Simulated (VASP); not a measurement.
# SiO2 (P4_2/mnm) in VASP: notebook

SiO2 is run at these levels: r2SCAN; tasks: single point.

Program: VASP 6.6.1. These are calculated values, not measurements. Logs are shortened: lines on timing, memory, paths and dates and some standing lists are left out, and cuts for length are marked.

## (1) The cell of the first run

It takes space group P4_2/mnm (No. 136, tetragonal). The conventional cell has a = 4.185 Å, b = 4.185 Å, c = 2.669 Å, α = 90.00°, β = 90.00°, γ = 90.00°. Si (site symmetry mmm) has 6 O at 1.76 to 1.81 Å within 2.3 Å. O (site symmetry m2m) has 3 Si at 1.76 to 1.81 Å and 1 O at 2.30 Å within 2.3 Å.

## (2) Single point, r2SCAN

POSCAR reads:

```
SiO2
1.0
    4.1851887986      0.0000000000      0.0000000000
    0.0000000000      4.1851887986      0.0000000000
    0.0000000000      0.0000000000      2.6688398910
Si O
2 4
Direct
    0.0000000000      0.0000000000      0.0000000000
    0.5000000000      0.5000000000      0.5000000000
    0.3061010090      0.3061010090      0.0000000000
    0.1938989910      0.8061010090      0.5000000000
    0.8061010090      0.1938989910      0.5000000000
    0.6938989910      0.6938989910      0.0000000000
```

INCAR.step1 reads:

```
SYSTEM = SiO2
PREC = Accurate
ENCUT = 520
ISMEAR = 0
SIGMA = 0.01
LREAL = .False.
LASPH = .True.
NELM = 60
NBANDS = 25
GGA = PE
ALGO = Normal
EDIFF = 1E-4
LWAVE = .True.
LCHARG = .False.
```

INCAR.step2 reads:

```
SYSTEM = SiO2
PREC = Accurate
ENCUT = 520
EDIFF = 1E-6
ISMEAR = 0
SIGMA = 0.01
LREAL = .False.
LASPH = .True.
NELM = 60
ALGO = Normal
ISIF = 2
LWAVE = .False.
LCHARG = .True.
METAGGA = R2SCAN
LMIXTAU = .True.
LELF = .True.
LVHAR = .True.
NBANDS = 25
ISTART = 1
```

KPOINTS reads:

```
regular mesh
0
Gamma
  6 6 10
  0 0 0
```

Potentials or basis: VASP PAW PBE potentials, release 64 (Si, O).

The run is started by

```sh
$ cat potpaw_PBE.64/Si/POTCAR potpaw_PBE.64/O/POTCAR > POTCAR
$ cp INCAR.step1 INCAR
$ mpirun -np 1 vasp_std > vasp.out
$ cp INCAR.step2 INCAR
$ mpirun -np 1 vasp_std > vasp.out
```

OUTCAR:

```text
SYSTEM = SiO2
   PREC = Accurate
   ENCUT = 520
   EDIFF = 1E-6
   ISMEAR = 0
   LREAL = .False.
   LASPH = .True.
   NELM = 60
   ISIF = 2
   METAGGA = R2SCAN
   ISTART = 1

 ion  position               nearest neighbor table
   1  0.000  0.000  0.000-   4 1.76   5 1.76   4 1.76   5 1.76   3 1.81   6 1.81
   2  0.500  0.500  0.500-   3 1.76   6 1.76   3 1.76   6 1.76   5 1.81   4 1.81
   3  0.306  0.306  0.000-   2 1.76   2 1.76   1 1.81
   4  0.194  0.806  0.500-   1 1.76   1 1.76   2 1.81
   5  0.806  0.194  0.500-   1 1.76   1 1.76   2 1.81
   6  0.694  0.694  0.000-   2 1.76   2 1.76   1 1.81

  LATTYP: Found a simple tetragonal cell.
 ALAT       =     4.1851887986
 C/A-ratio  =     0.6376868570

  Lattice vectors:

 A1 = (   4.1851887986,   0.0000000000,   0.0000000000)
 A2 = (   0.0000000000,   4.1851887986,   0.0000000000)
 A3 = (   0.0000000000,   0.0000000000,   2.6688398910)

Analysis of symmetry for initial positions (statically):
=====================================================================
 Subroutine PRICEL returns:
 Original cell was already a primitive cell.

 Routine SETGRP: Setting up the symmetry group for a
 simple tetragonal supercell.

 Subroutine GETGRP returns: Found 16 space group operations
 (whereof  8 operations were pure point group operations)
 out of a pool of 16 trial point group operations.

The static configuration has the point symmetry D_2h.
 The point group associated with its full space group is D_4h.

Analysis of symmetry for dynamics (positions and initial velocities):
=====================================================================
 Subroutine PRICEL returns:
 Original cell was already a primitive cell.

 Routine SETGRP: Setting up the symmetry group for a
 simple tetragonal supercell.

 Subroutine GETGRP returns: Found 16 space group operations
 (whereof  8 operations were pure point group operations)
 out of a pool of 16 trial point group operations.

The dynamic configuration has the point symmetry D_2h.
 The point group associated with its full space group is D_4h.

 Subroutine INISYM returns: Found 16 space group operations
 (whereof  8 operations are pure point group operations),
 and found     1 'primitive' translations

----------------------------------------------------------------------------------------

                                     Primitive cell

  volume of cell :      46.7469

  direct lattice vectors                    reciprocal lattice vectors
     4.185188799  0.000000000  0.000000000     0.238937847  0.000000000  0.000000000
     0.000000000  4.185188799  0.000000000     0.000000000  0.238937847  0.000000000
     0.000000000  0.000000000  2.668839891     0.000000000  0.000000000  0.374694639

  length of vectors
     4.185188799  4.185188799  2.668839891     0.238937847  0.238937847  0.374694639

  position of ions in fractional coordinates (direct lattice)
     0.000000000  0.000000000  0.000000000
     0.500000000  0.500000000  0.500000000
     0.306101009  0.306101009  0.000000000
     0.193898991  0.806101009  0.500000000
     0.806101009  0.193898991  0.500000000
     0.693898991  0.693898991  0.000000000

  ion indices of the primitive-cell ions
   primitive index   ion index
                 1           1
                 2           2
                 3           3
                 4           4
                 5           5
                 6           6

----------------------------------------------------------------------------------------

 KPOINTS: regular mesh

Automatic generation of k-mesh.
 Grid dimensions read from file:
 generate k-points for:    6    6   10

 Generating k-lattice:

  Cartesian coordinates                     Fractional coordinates (reciprocal lattice)
     0.039822974  0.000000000  0.000000000     0.166666667  0.000000000  0.000000000
     0.000000000  0.039822974  0.000000000     0.000000000  0.166666667  0.000000000
     0.000000000  0.000000000  0.037469464     0.000000000  0.000000000  0.100000000

  Length of vectors
     0.039822974  0.039822974  0.037469464

  Shift w.r.t. Gamma in fractional coordinates (k-lattice)
     0.000000000  0.000000000  0.000000000

 Subroutine IBZKPT returns following result:
 ===========================================

 Found     60 irreducible k-points:

 Following reciprocal coordinates:
            Coordinates               Weight
  0.000000  0.000000  0.000000      1.000000
  0.166667  0.000000  0.000000      4.000000
  0.333333  0.000000  0.000000      4.000000
  0.500000  0.000000  0.000000      2.000000
  0.166667  0.166667  0.000000      4.000000
  0.333333  0.166667  0.000000      8.000000
[... 16 lines left out ...]
  0.333333  0.000000  0.200000      8.000000
  0.500000  0.000000  0.200000      4.000000
 [... further k-points ...]
   k-points           NKPTS =     60   k-points in BZ     NKDIM =     60   number of bands    NBANDS=     25
   number of dos      NEDOS =    301   number of ions     NIONS =      6
   total plane-waves  NPLWV =  20480
   dimension x,y,z NGX =    32 NGY =   32 NGZ =   20
   dimension x,y,z NGXF=    64 NGYF=   64 NGZF=   40
   ions per type =               2   4
   NGX,Y,Z   is equivalent  to a cutoff of  12.71, 12.71, 12.46 a.u.
   NGXF,Y,Z  is equivalent  to a cutoff of  25.42, 25.42, 24.92 a.u.
 SYSTEM =  SiO2
   PREC   = accura    normal or accurate (medium, high low for compatibility)
   ISTART =      1    job   : 0-new  1-cont  2-samecut
   ICHARG =      0    charge: 1-file 2-atom 10-const
   ISPIN  =      1    spin polarized calculation?
   LNONCOLLINEAR =      F non collinear calculations
   LSORBIT =      F    spin-orbit coupling
   LASPH  =      T    aspherical Exc in radial PAW
   ENCUT  =  520.0 eV  38.22 Ry    6.18 a.u.   7.78  7.78  4.96*2*pi/ulx,y,z
   NELM   =     60;   NELMIN=  2; NELMDL=  0     # of ELM steps
   EDIFF  = 0.1E-05   stopping-criterion for ELM
   LREAL  =      F    real-space projection
   EDIFFG = 0.1E-04   stopping-criterion for IOM
   NSW    =      0    number of steps for IOM
   IBRION =     -1    ionic relax: 0-MD 1-quasi-New 2-CG
   NFREE  =      0    steps in history (QN), initial steepest desc. (CG)
   ISIF   =      2    stress and relaxation
   ISYM   =      2    0-nonsym 1-usesym 2-fastsym
   POTIM  = 0.5000    time-step for ionic-motion
   TEBEG  =    0.0;   TEEND  =   0.0 temperature during run
   PSTRESS=    0.0 pullay stress
   NELECT =      32.0000    total number of electrons
   NUPDOWN=      -1.0000    fix difference up-down
   EMIN   =  10.00;   EMAX   =-10.00  energy-range for DOS
   EFERMI =   0.00;   METHOD = LEGACY
   ISMEAR =     0;   SIGMA  =   0.01  broadening in eV -4-tet -1-fermi 0-gaus
   EFERMI_NEDOS =   21; number of points for ismear=-14 and -15
   IALGO  =     38    algorithm
   IMIX   =      4    mixing-type and parameters
     AMIX     =   0.40;   BMIX     =  1.00
     AMIX_MAG =   1.60;   BMIX_MAG =  1.00
  volume/ion in A,a.u.               =       7.79        52.58
  Fermi-wavevector in a.u.,A,eV,Ry     =   1.442804  2.726504 28.323014  2.081683
  Thomas-Fermi vector in A             =   2.561283
   LORBIT       =      0    0 simple, 1 ext, 2 COOP (PROOUT), +10 PAW based schemes
   METAGGA = R2SCAN    functional components
   LHFCALC =     F    Hartree Fock is set to
   AEXX    =    0.0000 exact exchange contribution
   IVDW    =     0    specifies the selected vdW correction
   LEPSILON=     F    determine dielectric tensor
   LRPA    =     F    only Hartree local field effects (RPA)
 non-spin polarized calculation
 Gauss-broadening in eV      SIGMA  =   0.01
  energy-cutoff  :      520.00
  volume of cell :       46.75
 maximum number of plane-waves:      1282
 NGX is ok and might be reduce to    32
   NGX = 15   NGY = 15   NGZ =  9

 number of electron      31.9999977 magnetization

 Free energy of the ion-electron system (eV)
  ---------------------------------------------------
  ext. energy  EPLUGINS =         0.00000000
  ---------------------------------------------------
  free energy    TOTEN  =       -58.78564779 eV

  energy without entropy =      -58.78564779  energy(sigma->0) =      -58.78564779

 E-fermi :   7.8753     XC(G=0): -12.8668

 val. band max:        7.7882604472   @ k =   0.0000   0.0000   0.0000
 cond. band min:      14.2970450342   @ k =   0.0000   0.0000   0.0000
 fundamental gap:      6.5087845870
 Fermi energy:         7.8752767600

 k-point     1 :       0.0000    0.0000    0.0000
  band No.  band energies     occupation
      1     -15.7435      2.00000
      2     -12.1600      2.00000
      3     -12.1600      2.00000
      4     -11.9008      2.00000
      5      -3.2430      2.00000
      6       1.2824      2.00000
[... 17 lines left out ...]
     24      23.3005      0.00000
     25      24.7716      0.00000

 k-point     2 :       0.1667    0.0000    0.0000
  band No.  band energies     occupation
      1     -15.5972      2.00000
      2     -12.7903      2.00000
      3     -12.0878      2.00000
      4     -11.5762      2.00000
      5      -3.0365      2.00000
      6       0.5284      2.00000
[... 17 lines left out ...]
     24      22.6748      0.00000
     25      24.5856      0.00000

 k-point     3 :       0.3333    0.0000    0.0000
  band No.  band energies     occupation
      1     -15.1702      2.00000
      2     -13.6649      2.00000
      3     -11.8948      2.00000
      4     -11.4951      2.00000
      5      -2.4752      2.00000
      6      -0.6101      2.00000
[... 552 lines left out ...]
 k-point    23 :       0.3333    0.0000    0.2000
  band No.  band energies     occupation
      1     -14.6821      2.00000
      2     -13.3020      2.00000
      3     -11.7125      2.00000
      4     -11.4500      2.00000
      5      -2.1094      2.00000
      6      -0.2614      2.00000
[... 17 lines left out ...]
     24      21.8120      0.00000
     25      23.1674      0.00000

 k-point    24 :       0.5000    0.0000    0.2000
  band No.  band energies     occupation
      1     -14.0620      2.00000
      2     -14.0620      2.00000
      3     -11.5451      2.00000
      4     -11.5451      2.00000
      5      -1.2316      2.00000
      6      -1.2316      2.00000
[... 17 lines left out ...]
     24      21.4900      0.00000
     25      23.0125      0.00000

 [... further k-points ...]

------------------------ aborting loop because EDIFF is reached ----------------------------------------

  FORCE on cell =-STRESS in cart. coord.  units (eV):
  Direction    XX          YY          ZZ          XY          YZ          ZX
  --------------------------------------------------------------------------------------
  -------------------------------------------------------------------------------------
  Total        0.0271987      0.0271987      0.2887977     -0.0000000      0.0000000      0.0000000
  in kB        0.9321919      0.9321919      9.8980949     -0.0000000      0.0000000      0.0000000
  external PRESSURE =       3.9208262 kB  Pullay stress =       0.0000000 kB

 VOLUME and BASIS-vectors are now :
 -----------------------------------------------------------------------------
  energy-cutoff  :      520.00
  volume of cell :       46.75
      direct lattice vectors                 reciprocal lattice vectors
     4.185188799  0.000000000  0.000000000     0.238937847  0.000000000  0.000000000
     0.000000000  4.185188799  0.000000000     0.000000000  0.238937847  0.000000000
     0.000000000  0.000000000  2.668839891     0.000000000  0.000000000  0.374694639

 POSITION                                       TOTAL-FORCE (eV/Angst)
 -----------------------------------------------------------------------------------
      0.00000      0.00000      0.00000         0.000000     -0.000000      0.000000
      2.09259      2.09259      1.33442         0.000000     -0.000000      0.000000
      1.28109      1.28109      0.00000        -0.015137     -0.015137     -0.000000
      0.81150      3.37368      1.33442         0.015137     -0.015137     -0.000000
      3.37368      0.81150      1.33442        -0.015137      0.015137      0.000000
      2.90410      2.90410      0.00000         0.015137      0.015137      0.000000
 -----------------------------------------------------------------------------------
    total drift:                                0.000000      0.000000     -0.000000

  FREE ENERGIE OF THE ION-ELECTRON SYSTEM (eV)
  ---------------------------------------------------
  free  energy   TOTEN  =       -58.7856477861 eV

  energy  without entropy=      -58.7856477861  energy(sigma->0) =      -58.78564779
```

Run time: 66 s. Hardware: 1 thread of Intel Xeon 6975P-C (Granite Rapids), shared host; peak memory 0.18 GiB.

What came out:

```
Free energy            : -58.7856 eV
Pressure               : 0.4 GPa
Largest force          : 0.021 eV/Å
Band gap on the k mesh : 6.51 eV
```

Forces in eV/Å, atoms in the order of the input:
```
Si   0.000  0.000  0.000
Si   0.000  0.000  0.000
O   -0.015 -0.015  0.000
O    0.015 -0.015  0.000
O   -0.015  0.015  0.000
O    0.015  0.015  0.000
```

Caveat: the PAW data sets were made with another functional, which shifts forces and pressure a little. A k mesh can miss the band edges.

## (3) Single point, r2SCAN (epitaxial xy strain +1.0%)

POSCAR reads:

```
SiO2
1.0
    4.2270406866      0.0000000000      0.0000000000
    0.0000000000      4.2270406866      0.0000000000
    0.0000000000      0.0000000000      2.6554956915
Si O
2 4
Direct
    0.0000000000      0.0000000000      0.0000000000
    0.5000000000      0.5000000000      0.5000000000
    0.3072470246      0.3072470246      0.0000000000
    0.1927529754      0.8072470246      0.5000000000
    0.8072470246      0.1927529754      0.5000000000
    0.6927529754      0.6927529754      0.0000000000
```

INCAR.step1 reads:

```
SYSTEM = SiO2
PREC = Accurate ; ENCUT = 520
ISMEAR = 0 ; SIGMA = 0.01
LREAL = .False. ; LASPH = .True.
NELM = 60 ; NBANDS = 25
GGA = PE ; ALGO = Normal
EDIFF = 1E-4 ; LWAVE = .True.
LCHARG = .False.
```

INCAR.step2 reads:

```
SYSTEM = SiO2
PREC = Accurate ; ENCUT = 520
EDIFF = 1E-6 ; ISMEAR = 0
SIGMA = 0.01 ; LREAL = .False.
LASPH = .True. ; NELM = 60
ALGO = Normal ; ISIF = 2
LWAVE = .False. ; LCHARG = .False.
METAGGA = R2SCAN ; LMIXTAU = .True.
NBANDS = 25 ; ISTART = 1
```

KPOINTS reads:

```
Automatic mesh
0
Gamma
  6 6 10
  0 0 0
```

Potentials or basis: VASP PAW PBE potentials, release 64 (Si, O).

The run is started by

```sh
$ cat potpaw_PBE.64/Si/POTCAR potpaw_PBE.64/O/POTCAR > POTCAR
$ cp INCAR.step1 INCAR
$ mpirun -np 1 vasp_std > vasp.out
$ cp INCAR.step2 INCAR
$ mpirun -np 1 vasp_std > vasp.out
```

OUTCAR:

```text
SYSTEM = SiO2
   PREC = Accurate
   ENCUT = 520
   EDIFF = 1E-6
   ISMEAR = 0
   LREAL = .False.
   LASPH = .True.
   NELM = 60
   ISIF = 2
   METAGGA = R2SCAN
   ISTART = 1

 ion  position               nearest neighbor table
   1  0.000  0.000  0.000-   4 1.76   5 1.76   4 1.76   5 1.76   3 1.84   6 1.84
   2  0.500  0.500  0.500-   3 1.76   6 1.76   3 1.76   6 1.76   5 1.84   4 1.84
   3  0.307  0.307  0.000-   2 1.76   2 1.76   1 1.84
   4  0.193  0.807  0.500-   1 1.76   1 1.76   2 1.84
   5  0.807  0.193  0.500-   1 1.76   1 1.76   2 1.84
[... 883 lines left out ...]
  -------------------------------------------------------------------------------------
  Total       -1.5099540     -1.5099540      0.3210208     -0.0000000      0.0000000      0.0000000
  in kB      -50.9865739    -50.9865739     10.8399020     -0.0000000      0.0000000      0.0000000
  external PRESSURE =     -30.3777486 kB  Pullay stress =       0.0000000 kB

 VOLUME and BASIS-vectors are now :
 -----------------------------------------------------------------------------
  energy-cutoff  :      520.00
  volume of cell :       47.45
      direct lattice vectors                 reciprocal lattice vectors
     4.227040687  0.000000000  0.000000000     0.236572126  0.000000000  0.000000000
     0.000000000  4.227040687  0.000000000     0.000000000  0.236572126  0.000000000
     0.000000000  0.000000000  2.655495692     0.000000000  0.000000000  0.376577527

 POSITION                                       TOTAL-FORCE (eV/Angst)
 -----------------------------------------------------------------------------------
      0.00000      0.00000      0.00000         0.000000      0.000000      0.000000
      2.11352      2.11352      1.32775         0.000000      0.000000      0.000000
      1.29875      1.29875      0.00000        -0.019015     -0.019015      0.000000
      0.81477      3.41227      1.32775         0.019015     -0.019015      0.000000
      3.41227      0.81477      1.32775        -0.019015      0.019015     -0.000000
      2.92830      2.92830      0.00000         0.019015      0.019015     -0.000000
 -----------------------------------------------------------------------------------
    total drift:                                0.000000     -0.000000      0.000000

  FREE ENERGIE OF THE ION-ELECTRON SYSTEM (eV)
  ---------------------------------------------------
  free  energy   TOTEN  =       -58.7702132159 eV

  energy  without entropy=      -58.7702132159  energy(sigma->0) =      -58.77021322
```

OUTCAR.step1:

```text
SYSTEM = SiO2
   PREC = Accurate
   ENCUT = 520
   ISMEAR = 0
   LREAL = .False.
   LASPH = .True.
   NELM = 60
[... 911 lines left out ...]
      0.81477      3.41227      1.32775         0.087650     -0.087650      0.000000
      3.41227      0.81477      1.32775        -0.087650      0.087650     -0.000000
      2.92830      2.92830      0.00000         0.087650      0.087650     -0.000000
 -----------------------------------------------------------------------------------
    total drift:                                0.000000     -0.000000      0.000000

  FREE ENERGIE OF THE ION-ELECTRON SYSTEM (eV)
  ---------------------------------------------------
  free  energy   TOTEN  =       -46.2902613276 eV

  energy  without entropy=      -46.2902613276  energy(sigma->0) =      -46.29026133
```

Wall time 61 s (1 thread of Intel Xeon 6975P-C (Granite Rapids), shared host); peak memory 0.19 GiB.

What came out:

```yaml
Free_energy: -58.7702 eV
Pressure: -3.0 GPa
Largest_force: 0.027 eV/Å
Band_gap_on_the_k_mesh: 6.34 eV
```

Forces on the atoms (eV/Å):
```
Si   0.000  0.000  0.000
Si   0.000  0.000  0.000
O   -0.019 -0.019  0.000
O    0.019 -0.019  0.000
O   -0.019  0.019  0.000
O    0.019  0.019  0.000
```

Caveat: the cell differs from its parent crystal (epitaxial xy strain +1.0%); the cell stands under tension; the PAW data sets were made with another functional, which shifts forces and pressure a little. A k mesh can miss the band edges.
